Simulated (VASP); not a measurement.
Runs of VASP 6.6.1 on Al2Si. The structure is that of space group P4_2/mmc (No. 131), or close to it. The cells are those of the table. 

```csv
task,cell,k mesh,cutoff (eV),gap on the mesh (eV),pressure (GPa),relaxed volume (Å³/atom)
single point,"a = 5.073, b = 5.073, c = 4.687 Å, 6 atoms",4 × 4 × 4,520,none,0.2,-
single point,"a = 5.072, b = 5.072, c = 4.660 Å, 6 atoms",8 × 8 × 8,520,none,0.0,-
single point,"a = 4.607, b = 4.607, c = 4.493 Å, 6 atoms",4 × 4 × 4,520,none,30.3,-
relaxation of cell and atoms,"relaxed from a = 5.073, b = 5.073, c = 4.687 Å, 6 atoms",8 × 8 × 8,600,none,0.0,19.96
relaxation of cell and atoms,"relaxed from a = 4.607, b = 4.607, c = 4.493 Å, 6 atoms",4 × 4 × 4,600,none,0.0,(a)
```

Alike in all rows: level PBE; potentials or basis VASP PAW PBE potentials, release 64 (Al, Si); no spin polarisation; smearing gaussian 0.1 eV.

Q: Fill in the values left out.

A: (a) 20.16.

Caveats: forces of over 1 eV/Å act on the atoms, so gaps and moduli don't describe the material at rest (some runs); the volume moved by over 15 % at a fixed basis, so the end points are rough (some runs).

A gap of «none» marks levels without a gap at the run's occupations.
